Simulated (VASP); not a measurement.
# Na7Cl8 (a cell with a defect) in VASP: notebook

Runs on Na7Cl8 (a cell with a defect). Level: PBE. Tasks: single point.

Everything below comes from runs of VASP 6.6.1. Logs are shortened: lines on timing, memory, paths and dates and some standing lists are left out, and cuts for length are marked.

## Step 1: The cell of the first run

The cell holds a defect, 15 atoms: a = 8.348 Å, b = 8.348 Å, c = 8.348 Å, α = 60.00°, β = 60.00°, γ = 60.00°.

## Step 2: Single point, PBE

File INCAR:

```
SYSTEM = Na7Cl8
PREC = Accurate ; ENCUT = 520
EDIFF = 1E-7 ; ISMEAR = -1
SIGMA = 0.05 ; LREAL = Auto
LASPH = .True. ; NELM = 80
ALGO = Normal ; ISIF = 2
LWAVE = .False. ; LCHARG = .True.
GGA = PE ; LELF = .True.
LVHAR = .True. ; NBANDS = 66
```

File KPOINTS:

```
Automatic mesh
0
Gamma
  2 2 2
  0 0 0
```

File POSCAR:

```
Na7Cl8
1.0
    0.0000000000      5.9031470000      5.9031470000
    5.9031470000      0.0000000000      5.9031470000
    5.9031470000      5.9031470000      0.0000000000
Na Cl
7 8
Direct
    0.0346594791     -0.0862251948      0.1041139582
    0.0848530453      0.5835531455     -0.1442620351
    0.0369802751      0.4248411906      0.4265860227
    0.4918562929     -0.0794491481      0.0729780234
    0.4801930225     -0.1227734969      0.5848998848
    0.6239892044      0.4214023469      0.0349982814
    0.5688321839      0.4492349589      0.4028698591
    0.3840155090      0.2173586394      0.2414136053
    0.1827838609      0.1521730697      0.7880203559
    0.2846701937      0.6801372217      0.2944277010
    0.1055199879      0.9392786593      0.6265810423
    0.9007483635      0.2568884021      0.2040182974
    0.4789563939      0.4957440497      0.7758827622
    0.7787032917      0.7524799908      0.2668068405
    0.6761732344      0.7714444516      0.8144384682
```

Potentials or basis: VASP PAW PBE potentials, release 64 (Na_pv, Cl).

Run with:

```bash
cat potpaw_PBE.64/Na_pv/POTCAR potpaw_PBE.64/Cl/POTCAR > POTCAR
mpirun -np 1 vasp_std > vasp.out
```

OUTCAR:

```text
SYSTEM = Na7Cl8
   PREC = Accurate
   ENCUT = 520
   EDIFF = 1E-7
   ISMEAR = -1
   LREAL = Auto
   LASPH = .True.
   NELM = 80
   ISIF = 2
   GGA = PE

 ion  position               nearest neighbor table
   1  0.035  0.914  0.104-  14 2.52   9 2.53  10 2.61
   2  0.085  0.584  0.856-  11 2.65
   3  0.037  0.425  0.427-   8 2.64  14 2.69
   4  0.492  0.921  0.073-  15 2.45  10 2.65
   5  0.480  0.877  0.585-  15 2.67
   6  0.624  0.421  0.035-   8 2.63  13 2.66  15 2.69  12 2.71
   7  0.569  0.449  0.403-  10 2.45  12 2.57
   8  0.384  0.217  0.241-   6 2.63   3 2.64
   9  0.183  0.152  0.788-   1 2.53
  10  0.285  0.680  0.294-   7 2.45   1 2.61   4 2.65
  11  0.106  0.939  0.627-   2 2.65
  12  0.901  0.257  0.204-   7 2.57   6 2.71
  13  0.479  0.496  0.776-   6 2.66
  14  0.779  0.752  0.267-   1 2.52   3 2.69
  15  0.676  0.771  0.814-   4 2.45   5 2.67   6 2.69

  LATTYP: Found a face centered cubic cell.
 ALAT       =    11.8062940000

  Lattice vectors:

 A1 = (   0.0000000000,   5.9031470000,   5.9031470000)
 A2 = (   5.9031470000,   0.0000000000,   5.9031470000)
 A3 = (   5.9031470000,   5.9031470000,   0.0000000000)

Analysis of symmetry for initial positions (statically):
=====================================================================
 Subroutine PRICEL returns:
 Original cell was already a primitive cell.

 Routine SETGRP: Setting up the symmetry group for a
 face centered cubic supercell.

 Subroutine GETGRP returns: Found  1 space group operations
 (whereof  1 operations were pure point group operations)
 out of a pool of 48 trial point group operations.

The static configuration has the point symmetry C_1 .

Analysis of symmetry for dynamics (positions and initial velocities):
=====================================================================
 Subroutine PRICEL returns:
 Original cell was already a primitive cell.

 Routine SETGRP: Setting up the symmetry group for a
 face centered cubic supercell.

 Subroutine GETGRP returns: Found  1 space group operations
 (whereof  1 operations were pure point group operations)
 out of a pool of 48 trial point group operations.

The dynamic configuration has the point symmetry C_1 .

 Subroutine INISYM returns: Found  1 space group operations
 (whereof  1 operations are pure point group operations),
 and found     1 'primitive' translations

----------------------------------------------------------------------------------------

                                     Primitive cell

  volume of cell :     411.4156

  direct lattice vectors                    reciprocal lattice vectors
     0.000000000  5.903147000  5.903147000    -0.084700584  0.084700584  0.084700584
     5.903147000  0.000000000  5.903147000     0.084700584 -0.084700584  0.084700584
     5.903147000  5.903147000  0.000000000     0.084700584  0.084700584 -0.084700584

  length of vectors
     8.348310548  8.348310548  8.348310548     0.146705715  0.146705715  0.146705715

  position of ions in fractional coordinates (direct lattice)
     0.034659479  0.913774805  0.104113958
     0.084853045  0.583553145  0.855737965
     0.036980275  0.424841191  0.426586023
     0.491856293  0.920550852  0.072978023
     0.480193023  0.877226503  0.584899885
     0.623989204  0.421402347  0.034998281
     0.568832184  0.449234959  0.402869859
     0.384015509  0.217358639  0.241413605
     0.182783861  0.152173070  0.788020356
     0.284670194  0.680137222  0.294427701
     0.105519988  0.939278659  0.626581042
     0.900748363  0.256888402  0.204018297
     0.478956394  0.495744050  0.775882762
     0.778703292  0.752479991  0.266806841
     0.676173234  0.771444452  0.814438468

  ion indices of the primitive-cell ions
   primitive index   ion index
                 1           1
                 2           2
                 3           3
                 4           4
                 5           5
                 6           6
                 7           7
                 8           8
                 9           9
                10          10
                11          11
                12          12
                13          13
                14          14
                15          15

----------------------------------------------------------------------------------------

 KPOINTS: Automatic mesh

Automatic generation of k-mesh.
 Grid dimensions read from file:
 generate k-points for:    2    2    2

 Generating k-lattice:

  Cartesian coordinates                     Fractional coordinates (reciprocal lattice)
    -0.042350292  0.042350292  0.042350292     0.500000000  0.000000000  0.000000000
     0.042350292 -0.042350292  0.042350292     0.000000000  0.500000000  0.000000000
     0.042350292  0.042350292 -0.042350292     0.000000000  0.000000000  0.500000000

  Length of vectors
     0.073352858  0.073352858  0.073352858

  Shift w.r.t. Gamma in fractional coordinates (k-lattice)
     0.000000000  0.000000000  0.000000000

 Subroutine IBZKPT returns following result:
 ===========================================

 Found      8 irreducible k-points:

 Following reciprocal coordinates:
            Coordinates               Weight
  0.000000  0.000000  0.000000      1.000000
  0.500000  0.000000  0.000000      1.000000
  0.000000  0.500000  0.000000      1.000000
  0.000000  0.000000  0.500000      1.000000
  0.500000  0.500000  0.500000      1.000000
  0.500000  0.500000  0.000000      1.000000
  0.000000  0.500000  0.500000      1.000000
  0.500000  0.000000  0.500000      1.000000
   k-points           NKPTS =      8   k-points in BZ     NKDIM =      8   number of bands    NBANDS=     66
   number of dos      NEDOS =    301   number of ions     NIONS =     15
   total plane-waves  NPLWV = 262144
   dimension x,y,z NGX =    64 NGY =   64 NGZ =   64
   dimension x,y,z NGXF=   128 NGYF=  128 NGZF=  128
   ions per type =               7   8
   NGX,Y,Z   is equivalent  to a cutoff of  12.74, 12.74, 12.74 a.u.
   NGXF,Y,Z  is equivalent  to a cutoff of  25.49, 25.49, 25.49 a.u.
 SYSTEM =  Na7Cl8
   PREC   = accura    normal or accurate (medium, high low for compatibility)
   ISTART =      0    job   : 0-new  1-cont  2-samecut
   ICHARG =      2    charge: 1-file 2-atom 10-const
   ISPIN  =      1    spin polarized calculation?
   LNONCOLLINEAR =      F non collinear calculations
   LSORBIT =      F    spin-orbit coupling
   LASPH  =      T    aspherical Exc in radial PAW
   ENCUT  =  520.0 eV  38.22 Ry    6.18 a.u.  15.52 15.52 15.52*2*pi/ulx,y,z
   NELM   =     80;   NELMIN=  2; NELMDL= -5     # of ELM steps
   EDIFF  = 0.1E-06   stopping-criterion for ELM
   LREAL  =      T    real-space projection
   EDIFFG = 0.1E-05   stopping-criterion for IOM
   NSW    =      0    number of steps for IOM
   IBRION =     -1    ionic relax: 0-MD 1-quasi-New 2-CG
   NFREE  =      0    steps in history (QN), initial steepest desc. (CG)
   ISIF   =      2    stress and relaxation
   ISYM   =      2    0-nonsym 1-usesym 2-fastsym
   POTIM  = 0.5000    time-step for ionic-motion
   TEBEG  =    0.0;   TEEND  =   0.0 temperature during run
   PSTRESS=    0.0 pullay stress
   NELECT =     105.0000    total number of electrons
   NUPDOWN=      -1.0000    fix difference up-down
   EMIN   =  10.00;   EMAX   =-10.00  energy-range for DOS
   EFERMI =   0.00;   METHOD = LEGACY
   ISMEAR =    -1;   SIGMA  =   0.05  broadening in eV -4-tet -1-fermi 0-gaus
   EFERMI_NEDOS =   21; number of points for ismear=-14 and -15
   IALGO  =     38    algorithm
   IMIX   =      4    mixing-type and parameters
     AMIX     =   0.40;   BMIX     =  1.00
     AMIX_MAG =   1.60;   BMIX_MAG =  1.00
  volume/ion in A,a.u.               =      27.43       185.09
  Fermi-wavevector in a.u.,A,eV,Ry     =   1.038431  1.962350 14.671694  1.078339
  Thomas-Fermi vector in A             =   2.172915
   LORBIT       =      0    0 simple, 1 ext, 2 COOP (PROOUT), +10 PAW based schemes
   GGA     = PE    functional components
   LHFCALC =     F    Hartree Fock is set to
   AEXX    =    0.0000 exact exchange contribution
   IVDW    =     0    specifies the selected vdW correction
   LEPSILON=     F    determine dielectric tensor
   LRPA    =     F    only Hartree local field effects (RPA)
 non-spin polarized calculation
  energy-cutoff  :      520.00
  volume of cell :      411.42
 maximum number of plane-waves:     11054
 NGX is ok and might be reduce to    64
   NGX = 31   NGY = 31   NGZ = 31

 number of electron     104.9999996 magnetization

 Free energy of the ion-electron system (eV)
  ---------------------------------------------------
  ext. energy  EPLUGINS =         0.00000000
  ---------------------------------------------------
  free energy    TOTEN  =       -45.82535260 eV

  energy without entropy =      -45.72245760  energy(sigma->0) =      -45.77390510

 E-fermi :  -1.1622     XC(G=0):  -7.2590

 val. band max:       -1.1631854385   @ k =   0.5000   0.0000   0.0000
 cond. band min:      -1.1511590927   @ k =   0.5000   0.5000   0.0000
 fundamental gap:      0.0120263458
 Fermi energy:        -1.1622368741

 k-point     1 :       0.0000    0.0000    0.0000
  band No.  band energies     occupation
      1     -23.2228      2.00000
      2     -23.2140      2.00000
      3     -23.2104      2.00000
      4     -23.2056      2.00000
      5     -23.1938      2.00000
      6     -23.1684      2.00000
[... 56 lines left out ...]
     63       7.0247      0.00000
     64       7.0920      0.00000

 k-point     2 :       0.5000    0.0000    0.0000
  band No.  band energies     occupation
      1     -23.2228      2.00000
      2     -23.2129      2.00000
      3     -23.2110      2.00000
      4     -23.2059      2.00000
      5     -23.1938      2.00000
      6     -23.1684      2.00000
[... 56 lines left out ...]
     63       6.9104      0.00000
     64       6.9226      0.00000

 k-point     3 :       0.0000    0.5000    0.0000
  band No.  band energies     occupation
      1     -23.2228      2.00000
      2     -23.2140      2.00000
      3     -23.2104      2.00000
      4     -23.2056      2.00000
      5     -23.1938      2.00000
      6     -23.1684      2.00000
[... 56 lines left out ...]
     63       6.7308      0.00000
     64       7.1677      0.00000

 k-point     4 :       0.0000    0.0000    0.5000
  band No.  band energies     occupation
      1     -23.2227      2.00000
      2     -23.2139      2.00000
      3     -23.2104      2.00000
      4     -23.2054      2.00000
      5     -23.1939      2.00000
      6     -23.1684      2.00000
[... 56 lines left out ...]
     63       6.7430      0.00000
     64       7.0146      0.00000

 k-point     5 :       0.5000    0.5000    0.5000
  band No.  band energies     occupation
      1     -23.2227      2.00000
      2     -23.2129      2.00000
      3     -23.2110      2.00000
      4     -23.2058      2.00000
      5     -23.1939      2.00000
      6     -23.1684      2.00000
[... 56 lines left out ...]
     63       6.9214      0.00000
     64       7.1512      0.00000

 k-point     6 :       0.5000    0.5000    0.0000
  band No.  band energies     occupation
      1     -23.2227      2.00000
      2     -23.2129      2.00000
      3     -23.2110      2.00000
      4     -23.2059      2.00000
      5     -23.1938      2.00000
      6     -23.1684      2.00000
[... 56 lines left out ...]
     63       6.9028      0.00000
     64       7.1797      0.00000

 k-point     7 :       0.0000    0.5000    0.5000
  band No.  band energies     occupation
      1     -23.2227      2.00000
      2     -23.2139      2.00000
      3     -23.2105      2.00000
      4     -23.2054      2.00000
      5     -23.1939      2.00000
      6     -23.1684      2.00000
[... 56 lines left out ...]
     63       6.8321      0.00000
     64       7.0651      0.00000

 k-point     8 :       0.5000    0.0000    0.5000
  band No.  band energies     occupation
      1     -23.2227      2.00000
      2     -23.2129      2.00000
      3     -23.2109      2.00000
      4     -23.2058      2.00000
      5     -23.1939      2.00000
      6     -23.1684      2.00000
[... 56 lines left out ...]
     63       6.7985      0.00000
     64       7.0829      0.00000
 [bands above 64 left out]

------------------------ aborting loop because EDIFF is reached ----------------------------------------

  FORCE on cell =-STRESS in cart. coord.  units (eV):
  Direction    XX          YY          ZZ          XY          YZ          ZX
  --------------------------------------------------------------------------------------
  -------------------------------------------------------------------------------------
  Total        2.1877381      2.3425146      2.7707179      0.3760009     -1.0294654     -0.8179360
  in kB        8.5197162      9.1224629     10.7900165      1.4642615     -4.0090506     -3.1852910
  external PRESSURE =       9.4773985 kB  Pullay stress =       0.0000000 kB

 VOLUME and BASIS-vectors are now :
 -----------------------------------------------------------------------------
  energy-cutoff  :      520.00
  volume of cell :      411.42
      direct lattice vectors                 reciprocal lattice vectors
     0.000000000  5.903147000  5.903147000    -0.084700584  0.084700584  0.084700584
     5.903147000  0.000000000  5.903147000     0.084700584 -0.084700584  0.084700584
     5.903147000  5.903147000  0.000000000     0.084700584  0.084700584 -0.084700584

 POSITION                                       TOTAL-FORCE (eV/Angst)
 -----------------------------------------------------------------------------------
      6.00875      0.81920      5.59875         0.307827     -0.013818      0.180863
      8.49635      5.55245      3.94570        -0.054939     -0.045692     -0.316044
      5.02610      2.73650      2.72620        -0.050395      0.305779     -0.180259
      5.86495      3.33430      8.33765         0.900548      0.008990      0.326585
      8.63115      6.28740      8.01305         0.010498     -0.171690      0.074359
      2.69420      3.89010      6.17110        -0.167645     -0.204421      0.108349
      5.03010      5.73610      6.00980         0.415459      1.017168     -0.045653
      2.70820      3.69200      3.55000        -0.202756      0.124221     -0.135896
      5.55010      5.73080      1.97730        -0.052043     -0.372529      0.517812
      5.75300      3.41850      5.69540         0.061410     -0.301812     -0.375508
      9.24350      4.32170      6.16760         0.304180     -0.119527     -0.020111
      2.72080      6.52160      6.83370         0.035010     -0.087240      0.096586
      7.50660      7.40750      5.75380        -0.505241     -0.310595     -0.140757
      6.01700      6.17180      9.03880        -0.316284     -0.102917     -0.451928
      9.36170      8.79930      8.54550        -0.685629      0.274083      0.361602
 -----------------------------------------------------------------------------------
    total drift:                                0.001729     -0.000739     -0.001357

  FREE ENERGIE OF THE ION-ELECTRON SYSTEM (eV)
  ---------------------------------------------------
  free  energy   TOTEN  =       -45.8253526017 eV

  energy  without entropy=      -45.7224576000  energy(sigma->0) =      -45.77390510
```

It took 6.2 min on 1 thread of Intel Xeon 6975P-C (Granite Rapids), shared host; peak memory 0.58 GiB.

Results:

| Quantity | Value |
| --- | --- |
| Free energy | -45.8254 eV |
| Pressure | 0.9 GPa |
| Largest force | 1.100 eV/Å |
| Band gap on the k mesh | zero (an odd number of electrons rules out a gap without spin polarisation) |

Forces on the atoms (eV/Å):
```
Na   0.308 -0.014  0.181
Na  -0.055 -0.046 -0.316
Na  -0.050  0.306 -0.180
Na   0.901  0.009  0.327
Na   0.010 -0.172  0.074
Na  -0.168 -0.204  0.108
Na   0.415  1.017 -0.046
Cl  -0.203  0.124 -0.136
Cl  -0.052 -0.373  0.518
Cl   0.061 -0.302 -0.376
Cl   0.304 -0.120 -0.020
Cl   0.035 -0.087  0.097
Cl  -0.505 -0.311 -0.141
Cl  -0.316 -0.103 -0.452
Cl  -0.686  0.274  0.362
```

Caveat: the k points lie up to 0.46 Å⁻¹ apart, too coarse for converged energies and pressures of a metal; the atoms stand as in a frame of molecular dynamics; an odd number of electrons without spin polarisation forces a metal; a magnetic or distorted state may lie lower.

## Step 3: Single point, PBE

File INCAR:

```
  ALGO = Normal
  EDIFF = 1E-6
  ENCUT = 520
  GGA = PE
  ISIF = 2
  ISMEAR = -1
  LASPH = T
  LCHARG = T
  LELF = T
  LREAL = Auto
  LVHAR = T
  LWAVE = F
  NBANDS = 66
  NELM = 60
  PREC = Accurate
  SIGMA = 0.05
```

File KPOINTS:

```
k-points
0
Gamma
  2 2 2
```

File POSCAR:

```
Na7Cl8
1.0
    0.0000000000      5.9031470000      5.9031470000
    5.9031470000      0.0000000000      5.9031470000
    5.9031470000      5.9031470000      0.0000000000
Na Cl
7 8
Direct
   -0.0023800864     -0.0104097018      0.1816912233
    0.1254246252      0.5679004775     -0.3201004481
    0.0289506597      0.3916216215      0.4183531259
    0.7366918018     -0.3513380236      0.1738225391
    0.2741842614     -0.0607387890      0.6461214671
    0.4676319258      0.5074242603      0.0079110346
    0.5845780225      0.1789977448      0.6433771681
    0.4702661140      0.1460322774      0.3136547337
    0.1873661625      0.1873153421      0.8634631663
    0.2725834203      0.6572087736      0.2555586029
   -0.2052210457      1.2209504524      0.8066968348
    0.8500804740      0.2533140374      0.3270035457
    0.4640152109      0.6213550162      0.5237968833
    1.1159979584      0.6828222302     -0.0500749854
    0.7054372862      0.7346081675      0.7969986179
```

Potentials or basis: VASP PAW PBE potentials, release 64 (Na_pv, Cl).

Run with:

```bash
cat potpaw_PBE.64/Na_pv/POTCAR potpaw_PBE.64/Cl/POTCAR > POTCAR
mpirun -np 1 vasp_std > vasp.out
```

Wall time 5.3 min (1 thread of Intel Xeon 6975P-C (Granite Rapids), shared host); peak memory 0.59 GiB.

It converged, with:

| Item | Value |
| --- | --- |
| Free energy | -45.5925 eV |
| Pressure | 0.9 GPa |
| Largest force | 1.471 eV/Å |
| Band gap on the k mesh | zero (an odd number of electrons rules out a gap without spin polarisation) |

Forces in eV/Å, atoms in the order of the input:
```
Na  -0.140 -0.320 -0.341
Na   0.266 -0.197 -0.228
Na  -0.147  0.237  0.022
Na  -0.250 -0.683  0.088
Na   0.171  0.168  0.171
Na  -1.367  0.144  0.176
Na   0.271  0.194 -0.558
Cl   0.157 -0.123 -0.153
Cl  -0.569 -0.152  0.654
Cl   1.313  0.338 -0.571
Cl  -0.160 -0.177  0.169
Cl   0.086  0.185  0.753
Cl  -0.026  0.293  0.171
Cl   0.376  0.031 -0.647
Cl   0.019  0.062  0.295
```

Stress tensor (GPa, compression positive):
```
 1.65  0.22  0.07
 0.22  0.67 -0.54
 0.07 -0.54  0.32
```

Levels at points of the mesh, in eV from the Fermi level:
| k point | band 50 | band 51 | band 52 | band 53 | band 54 | band 55 | band 56 | band 57 |
| --- | --- | --- | --- | --- | --- | --- | --- | --- |
| (0.00, 0.00, 0.00) | -0.20 | -0.16 | -0.12 | -0.01 | 4.13 | 6.19 | 6.71 | 6.94 |
| (0.50, 0.00, 0.00) | -0.31 | -0.18 | -0.10 | -0.03 | 5.14 | 5.78 | 6.45 | 6.89 |
| (0.00, 0.50, 0.00) | -0.24 | -0.18 | -0.11 | 0.00 | 5.09 | 5.55 | 6.65 | 6.85 |
| (0.00, 0.00, 0.50) | -0.21 | -0.16 | -0.11 | -0.07 | 5.08 | 5.77 | 6.51 | 7.08 |
| (0.50, 0.50, 0.50) | -0.28 | -0.22 | -0.12 | -0.03 | 5.02 | 5.64 | 6.53 | 6.81 |
| (0.50, 0.50, 0.00) | -0.29 | -0.19 | -0.09 | -0.06 | 5.35 | 6.01 | 6.59 | 6.69 |
| (0.00, 0.50, 0.50) | -0.24 | -0.14 | -0.11 | -0.03 | 5.33 | 5.80 | 6.53 | 6.71 |
| (0.50, 0.00, 0.50) | -0.27 | -0.20 | -0.10 | -0.02 | 5.27 | 5.75 | 6.55 | 6.69 |

Caveat: the k points lie up to 0.46 Å⁻¹ apart, too coarse for converged energies and pressures of a metal; the atoms stand as in a frame of molecular dynamics; an odd number of electrons without spin polarisation forces a metal; a magnetic or distorted state may lie lower.
